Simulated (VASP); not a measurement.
A run of VASP 6.6.1:

INCAR

```
SYSTEM = Rh
PREC = Accurate
ENCUT = 520
EDIFF = 1E-6
ISMEAR = 0
SIGMA = 0.15
LREAL = .FALSE.
LASPH = .TRUE.
NELM = 80
ALGO = Fast
ISIF = 2
LWAVE = .FALSE.
LCHARG = .FALSE.
GGA = PE
NBANDS = 22
```

The input KPOINTS:

```
regular mesh
0
G
  21 21 12
  0 0 0
```

File POSCAR:

```
Rh
1.0
    2.7182855735      0.0000000000      0.0000000000
   -1.3591427868      2.3541043614      0.0000000000
    0.0000000000      0.0000000000      4.9350474587
Rh
2
Direct
    0.6666666667      0.3333333333      0.7500000000
    0.3333333333      0.6666666667      0.2500000000
```

Potentials or basis: VASP PAW PBE potentials, release 64 (Rh_pv).

The run is started by

```bash
$ cat potpaw_PBE.64/Rh_pv/POTCAR > POTCAR
$ mpirun -np 1 vasp_std > vasp.out
```

Hardware: 1 thread of Intel Xeon 8259CL (shared host).

Q: How long does it take, and how much memory?

A: Wall time 4.7 min on 1 thread of Intel Xeon 8259CL, on a shared host, peak memory 0.29 GiB. Counts: scf iterations 13, k points 336.
